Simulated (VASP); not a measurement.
Set up this calculation in VASP 6.6.1, as the native input.

| Item | Value |
| --- | --- |
| Task | single point |
| Functional | PBE |
| Dispersion | D3(BJ) |
| Potentials or basis | VASP PAW PBE potentials, release 64 (B) |
| Cutoff | 520 eV |
| k mesh | 12 × 12 × 6 |
| Occupations | gaussian, width 0.1 eV |
| Spin | no spin polarisation |
| Dipole correction | no |
| Further INCAR settings | ALGO = Normal; EDIFF = 1e-06; NBANDS = 10 |

The structure of B lies in POSCAR:

```
B
1.0
    3.0112201827      0.0000000000      0.0000000000
   -1.5056100913      2.6077931746      0.0000000000
    0.0000000000      0.0000000000      1.8663376729
B
2
Direct
    0.3333333333      0.6666666667      0.0000000000
    0.6666666667      0.3333333333      0.0000000000
```

These files were run (other wordings do the same):

INCAR

```
SYSTEM = B
PREC     = Accurate       ! precision mode
ENCUT    = 520            ! plane-wave cutoff, eV
EDIFF    = 1E-6           ! SCF threshold, eV
ISMEAR   = 0              ! smearing method
SIGMA    = 0.1            ! smearing width, eV
LREAL    = .False.        ! projectors in reciprocal space
LASPH    = .True.         ! aspherical terms in the spheres
NELM     = 100            ! most SCF steps
ALGO     = Normal         ! electronic algorithm
ISIF     = 2              ! what is computed and relaxed
LWAVE    = .False.        ! write WAVECAR
LCHARG   = .False.        ! write CHGCAR
GGA      = PE             ! functional
IVDW     = 12             ! dispersion correction
NBANDS   = 10             ! bands
```

KPOINTS

```
Automatic mesh
0
Gamma
  12 12 6
  0 0 0
```

Potentials or basis: VASP PAW PBE potentials, release 64 (B).

The run is started by

```bash
$ cat potpaw_PBE.64/B/POTCAR > POTCAR
$ mpirun -np 1 vasp_std > vasp.out
```

It gave:

* Pressure: 0.0 GPa
* Band gap on the k mesh: zero (band 3 reaches 9.32 eV, above the bottom of band 4 at 4.06 eV)
* Dispersion energy per atom: -0.205 eV

Caveat: the k points lie up to 0.56 Å⁻¹ apart; pairwise dispersion overbinds metals, which lowers pressure and volume.

It took 6.8 s on 1 thread of AMD EPYC 7R43 64-Core Processor (Zen 3) (shared host), peak memory 0.09 GiB.
